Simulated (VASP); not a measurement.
# AgBr (Fm-3m) in VASP: a series of runs

The runs below take AgBr through single point, relaxation of cell and atoms, with r2SCAN.

All numbers are computed with VASP 6.6.1; they aren't measurements. Logs are shortened: lines on timing, memory, paths and dates and some standing lists are left out, and cuts for length are marked.

## Step 1: The cell of the first run

The structure is cubic, space group Fm-3m (No. 225). The conventional cell has a = 5.785 Å, b = 5.785 Å, c = 5.785 Å, α = 90.00°, β = 90.00°, γ = 90.00°. Ag (site symmetry m-3m) has 6 Br at 2.89 Å within 3.8 Å. Br (site symmetry m-3m) has 6 Ag at 2.89 Å within 3.8 Å.

## Step 2: Single point, r2SCAN

File POSCAR:

```
AgBr
1.0
    0.0000000000     -2.8923505660     -2.8923505660
    2.8923505660      0.0000000000     -2.8923505660
    2.8923505660     -2.8923505660      0.0000000000
Ag Br
1 1
Direct
    0.0000000000      0.0000000000      0.0000000000
    0.5000000000      0.5000000000      0.5000000000
```

File INCAR.step1:

```
PREC = Accurate
ENCUT = 550
ISMEAR = 0
SIGMA = 0.02
LREAL = F
LASPH = T
NELM = 120
NBANDS = 16
GGA = PE
ALGO = Normal
EDIFF = 1E-5
LWAVE = T
LCHARG = F
GGA_COMPAT = F
```

File INCAR.step2:

```
PREC = Accurate
ENCUT = 550
EDIFF = 1E-6
ISMEAR = 0
SIGMA = 0.02
LREAL = F
LASPH = T
NELM = 120
ALGO = Normal
ISIF = 2
LWAVE = F
LCHARG = F
METAGGA = R2SCAN
LMIXTAU = T
NBANDS = 16
ISTART = 1
GGA_COMPAT = F
```

File KPOINTS:

```
regular mesh
0
Gamma
  8 8 8
```

Potentials or basis: VASP PAW PBE potentials, release 64 (Ag, Br).

Launch:

```bash
$ cat potpaw_PBE.64/Ag/POTCAR potpaw_PBE.64/Br/POTCAR > POTCAR
$ cp INCAR.step1 INCAR
$ mpirun -np 1 vasp_std > vasp.out
$ cp INCAR.step2 INCAR
$ mpirun -np 1 vasp_std > vasp.out
```

OUTCAR:

```text
PREC = Accurate
   ENCUT = 550
   EDIFF = 1E-6
   ISMEAR = 0
   LREAL = F
   LASPH = T
   NELM = 120
   ISIF = 2
   METAGGA = R2SCAN
   ISTART = 1

 ion  position               nearest neighbor table
   1  0.000  0.000  0.000-   2 2.89   2 2.89   2 2.89   2 2.89   2 2.89   2 2.89
   2  0.500  0.500  0.500-   1 2.89   1 2.89   1 2.89   1 2.89   1 2.89   1 2.89

  LATTYP: Found a face centered cubic cell.
 ALAT       =     5.7847011320

  Lattice vectors:

 A1 = (   0.0000000000,  -2.8923505660,  -2.8923505660)
 A2 = (   2.8923505660,   0.0000000000,  -2.8923505660)
 A3 = (   2.8923505660,  -2.8923505660,   0.0000000000)

Analysis of symmetry for initial positions (statically):
=====================================================================
 Subroutine PRICEL returns:
 Original cell was already a primitive cell.

 Routine SETGRP: Setting up the symmetry group for a
 face centered cubic supercell.

 Subroutine GETGRP returns: Found 48 space group operations
 (whereof 48 operations were pure point group operations)
 out of a pool of 48 trial point group operations.

The static configuration has the point symmetry O_h .

Analysis of symmetry for dynamics (positions and initial velocities):
=====================================================================
 Subroutine PRICEL returns:
 Original cell was already a primitive cell.

 Routine SETGRP: Setting up the symmetry group for a
 face centered cubic supercell.

 Subroutine GETGRP returns: Found 48 space group operations
 (whereof 48 operations were pure point group operations)
 out of a pool of 48 trial point group operations.

The dynamic configuration has the point symmetry O_h .

 Subroutine INISYM returns: Found 48 space group operations
 (whereof 48 operations are pure point group operations),
 and found     1 'primitive' translations

----------------------------------------------------------------------------------------

                                     Primitive cell

  volume of cell :      48.3930

  direct lattice vectors                    reciprocal lattice vectors
     0.000000000 -2.892350566 -2.892350566    -0.172869778 -0.172869778 -0.172869778
     2.892350566  0.000000000 -2.892350566     0.172869778  0.172869778 -0.172869778
     2.892350566 -2.892350566  0.000000000     0.172869778 -0.172869778  0.172869778

  length of vectors
     4.090401398  4.090401398  4.090401398     0.299419238  0.299419238  0.299419238

  position of ions in fractional coordinates (direct lattice)
     0.000000000  0.000000000  0.000000000
     0.500000000  0.500000000  0.500000000

  ion indices of the primitive-cell ions
   primitive index   ion index
                 1           1
                 2           2

----------------------------------------------------------------------------------------

 KPOINTS: regular mesh

Automatic generation of k-mesh.
 Grid dimensions read from file:
 generate k-points for:    8    8    8

 Generating k-lattice:

  Cartesian coordinates                     Fractional coordinates (reciprocal lattice)
    -0.021608722 -0.021608722 -0.021608722     0.125000000  0.000000000  0.000000000
     0.021608722  0.021608722 -0.021608722     0.000000000  0.125000000  0.000000000
     0.021608722 -0.021608722  0.021608722     0.000000000  0.000000000  0.125000000

  Length of vectors
     0.037427405  0.037427405  0.037427405

  Shift w.r.t. Gamma in fractional coordinates (k-lattice)
     0.000000000  0.000000000  0.000000000

 Subroutine IBZKPT returns following result:
 ===========================================

 Found     29 irreducible k-points:

 Following reciprocal coordinates:
            Coordinates               Weight
  0.000000  0.000000  0.000000      1.000000
  0.125000  0.000000  0.000000      8.000000
  0.250000  0.000000  0.000000      8.000000
  0.375000  0.000000  0.000000      8.000000
  0.500000  0.000000  0.000000      4.000000
  0.125000  0.125000  0.000000      6.000000
[... 16 lines left out ...]
  0.500000  0.250000  0.125000     48.000000
 -0.375000  0.250000  0.125000     24.000000
 [... further k-points ...]
   k-points           NKPTS =     29   k-points in BZ     NKDIM =     29   number of bands    NBANDS=     16
   number of dos      NEDOS =    301   number of ions     NIONS =      2
   total plane-waves  NPLWV =  32768
   dimension x,y,z NGX =    32 NGY =   32 NGZ =   32
   dimension x,y,z NGXF=    64 NGYF=   64 NGZF=   64
   ions per type =               1   1
   NGX,Y,Z   is equivalent  to a cutoff of  13.01, 13.01, 13.01 a.u.
   NGXF,Y,Z  is equivalent  to a cutoff of  26.01, 26.01, 26.01 a.u.
 SYSTEM =  unknown system
   PREC   = accura    normal or accurate (medium, high low for compatibility)
   ISTART =      1    job   : 0-new  1-cont  2-samecut
   ICHARG =      0    charge: 1-file 2-atom 10-const
   ISPIN  =      1    spin polarized calculation?
   LNONCOLLINEAR =      F non collinear calculations
   LSORBIT =      F    spin-orbit coupling
   LASPH  =      T    aspherical Exc in radial PAW
   ENCUT  =  550.0 eV  40.42 Ry    6.36 a.u.   7.82  7.82  7.82*2*pi/ulx,y,z
   NELM   =    120;   NELMIN=  2; NELMDL=  0     # of ELM steps
   EDIFF  = 0.1E-05   stopping-criterion for ELM
   LREAL  =      F    real-space projection
   EDIFFG = 0.1E-04   stopping-criterion for IOM
   NSW    =      0    number of steps for IOM
   IBRION =     -1    ionic relax: 0-MD 1-quasi-New 2-CG
   NFREE  =      0    steps in history (QN), initial steepest desc. (CG)
   ISIF   =      2    stress and relaxation
   ISYM   =      2    0-nonsym 1-usesym 2-fastsym
   POTIM  = 0.5000    time-step for ionic-motion
   TEBEG  =    0.0;   TEEND  =   0.0 temperature during run
   PSTRESS=    0.0 pullay stress
   NELECT =      18.0000    total number of electrons
   NUPDOWN=      -1.0000    fix difference up-down
   EMIN   =  10.00;   EMAX   =-10.00  energy-range for DOS
   EFERMI =   0.00;   METHOD = LEGACY
   ISMEAR =     0;   SIGMA  =   0.02  broadening in eV -4-tet -1-fermi 0-gaus
   EFERMI_NEDOS =   21; number of points for ismear=-14 and -15
   IALGO  =     38    algorithm
   IMIX   =      4    mixing-type and parameters
     AMIX     =   0.40;   BMIX     =  1.00
     AMIX_MAG =   1.60;   BMIX_MAG =  1.00
  volume/ion in A,a.u.               =      24.20       163.29
  Fermi-wavevector in a.u.,A,eV,Ry     =   1.177348  2.224865 18.859683  1.386148
  Thomas-Fermi vector in A             =   2.313696
   LORBIT       =      0    0 simple, 1 ext, 2 COOP (PROOUT), +10 PAW based schemes
   METAGGA = R2SCAN    functional components
   LHFCALC =     F    Hartree Fock is set to
   AEXX    =    0.0000 exact exchange contribution
   IVDW    =     0    specifies the selected vdW correction
   LEPSILON=     F    determine dielectric tensor
   LRPA    =     F    only Hartree local field effects (RPA)
 non-spin polarized calculation
 Gauss-broadening in eV      SIGMA  =   0.02
  energy-cutoff  :      550.00
  volume of cell :       48.39
 maximum number of plane-waves:      1428
   NGX = 15   NGY = 15   NGZ = 15

 number of electron      17.9999999 magnetization

 Free energy of the ion-electron system (eV)
  ---------------------------------------------------
  ext. energy  EPLUGINS =         0.00000000
  ---------------------------------------------------
  free energy    TOTEN  =       -35.51434951 eV

  energy without entropy =      -35.51434951  energy(sigma->0) =      -35.51434951

 E-fermi :   3.1434     XC(G=0): -10.2459

 val. band max:        3.0364033366   @ k =   0.5000   0.0000   0.0000
 cond. band min:       4.2822899581   @ k =   0.0000   0.0000   0.0000
 fundamental gap:      1.2458866215
 Fermi energy:         3.1434460312

 k-point     1 :       0.0000    0.0000    0.0000
  band No.  band energies     occupation
      1     -12.4189      2.00000
      2       0.3551      2.00000
      3       0.3551      2.00000
      4       0.3551      2.00000
      5       0.3626      2.00000
      6       0.3626      2.00000
[... 8 lines left out ...]
     15      15.5986      0.00000
     16      15.5986      0.00000

 k-point     2 :       0.1250    0.0000    0.0000
  band No.  band energies     occupation
      1     -12.3612      2.00000
      2      -0.0713      2.00000
      3      -0.0713      2.00000
      4      -0.0172      2.00000
      5       0.3957      2.00000
      6       0.3957      2.00000
[... 8 lines left out ...]
     15      14.6001      0.00000
     16      14.9888      0.00000

 k-point     3 :       0.2500    0.0000    0.0000
  band No.  band energies     occupation
      1     -12.2160      2.00000
      2      -1.0035      2.00000
      3      -0.5997      2.00000
      4      -0.5997      2.00000
      5       0.4942      2.00000
      6       0.4942      2.00000
[... 8 lines left out ...]
     15      14.9845      0.00000
     16      14.9845      0.00000

 k-point     4 :       0.3750    0.0000    0.0000
  band No.  band energies     occupation
      1     -12.0618      2.00000
      2      -1.8059      2.00000
      3      -0.9498      2.00000
      4      -0.9498      2.00000
      5       0.5959      2.00000
      6       0.5959      2.00000
[... 8 lines left out ...]
     15      16.0639      0.00000
     16      16.0639      0.00000
[... 324 lines left out ...]
 k-point    22 :       0.3750    0.2500    0.1250
  band No.  band energies     occupation
      1     -12.1248      2.00000
      2      -1.4208      2.00000
      3      -0.6605      2.00000
      4      -0.2707      2.00000
      5       0.4448      2.00000
      6       0.5812      2.00000
[... 8 lines left out ...]
     15      17.0986      0.00000
     16      17.7377      0.00000

 k-point    23 :       0.5000    0.2500    0.1250
  band No.  band energies     occupation
      1     -12.0127      2.00000
      2      -1.6256      2.00000
      3      -0.9499      2.00000
      4      -0.6654      2.00000
      5       0.5339      2.00000
      6       0.6458      2.00000
[... 8 lines left out ...]
     15      17.4443      0.00000
     16      17.7227      0.00000

 k-point    24 :      -0.3750    0.2500    0.1250
  band No.  band energies     occupation
      1     -11.9649      2.00000
      2      -1.6857      2.00000
      3      -0.9763      2.00000
      4      -0.9525      2.00000
      5       0.5952      2.00000
      6       0.6458      2.00000
[... 8 lines left out ...]
     15      16.2877      0.00000
     16      18.0140      0.00000

 [... further k-points ...]
[... 5 lines left out ...]
  --------------------------------------------------------------------------------------
  -------------------------------------------------------------------------------------
  Total       -0.0137557     -0.0137557     -0.0137557      0.0000000      0.0000000     -0.0000000
  in kB       -0.4554179     -0.4554179     -0.4554179      0.0000000      0.0000000     -0.0000000
  external PRESSURE =      -0.4554179 kB  Pullay stress =       0.0000000 kB

 VOLUME and BASIS-vectors are now :
 -----------------------------------------------------------------------------
  energy-cutoff  :      550.00
  volume of cell :       48.39
      direct lattice vectors                 reciprocal lattice vectors
     0.000000000 -2.892350566 -2.892350566    -0.172869778 -0.172869778 -0.172869778
     2.892350566  0.000000000 -2.892350566     0.172869778  0.172869778 -0.172869778
     2.892350566 -2.892350566  0.000000000     0.172869778 -0.172869778  0.172869778

 POSITION                                       TOTAL-FORCE (eV/Angst)
 -----------------------------------------------------------------------------------
      0.00000      0.00000      0.00000         0.000000      0.000000      0.000000
      2.89235     -2.89235     -2.89235        -0.000000     -0.000000     -0.000000
 -----------------------------------------------------------------------------------
    total drift:                                0.000000      0.000000      0.000000

  FREE ENERGIE OF THE ION-ELECTRON SYSTEM (eV)
  ---------------------------------------------------
  free  energy   TOTEN  =       -35.5143495109 eV

  energy  without entropy=      -35.5143495109  energy(sigma->0) =      -35.51434951
```

Wall time 90 s (1 thread of Intel Xeon Platinum 8259CL at 2.50GHz (Skylake/Cascade Lake), shared host); peak memory 0.2 GiB.

Results:

```
Free energy            : -35.5143 eV
Pressure               : 0.0 GPa
Band gap on the k mesh : 1.25 eV, indirect (least direct gap 3.19 eV)
```

Caveat: the PAW data sets were made with another functional, which shifts forces and pressure a little. A k mesh can miss the band edges.

(Continued in part 2 of 2.)
